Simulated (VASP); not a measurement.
Wanted: the native input for a VASP 6.6.1 run.

```yaml
Task: single point
Functional: LDA
Potentials_or_basis: VASP PAW LDA potentials, release 64 (As)
Cutoff: 500 eV
k_mesh: 18 × 18 × 18
Occupations: fermi-dirac, width 0.08 eV
Spin: no spin polarisation
Dipole_correction: no
Further_INCAR_settings: ALGO = Normal; EDIFF = 1e-06; NBANDS = 8
```

The structure of As lies in POSCAR:

```
As
1.0
   -1.6469586034      1.6469586034      1.6469586034
    1.6469586034     -1.6469586034      1.6469586034
    1.6469586034      1.6469586034     -1.6469586034
As
1
Direct
    0.0000000000      0.0000000000      0.0000000000
```

This isn't the form of As at room conditions, which is rhombohedral.

The input as run:

INCAR

```
ALGO = Normal ; EDIFF = 1E-6
ENCUT = 500 ; GGA_COMPAT = False
ISIF = 2 ; ISMEAR = -1
LASPH = True ; LCHARG = False
LREAL = False ; LWAVE = False
NBANDS = 8 ; NELM = 120
PREC = Accurate ; SIGMA = 0.08
```

KPOINTS

```
k-points
0
Gamma
  18 18 18
```

Potentials or basis: VASP PAW LDA potentials, release 64 (As).

Command:

```sh
$ cat potpaw_LDA.64/As/POTCAR > POTCAR
$ mpirun -np 1 vasp_std > vasp.out
```

It gave:

```yaml
Pressure: 0.3 GPa
Band_gap_on_the_k_mesh: zero (an odd number of electrons rules out a gap without spin polarisation)
```

Wall time 45 s on 1 thread of AMD EPYC 7R13 (shared host), peak memory 0.11 GiB.
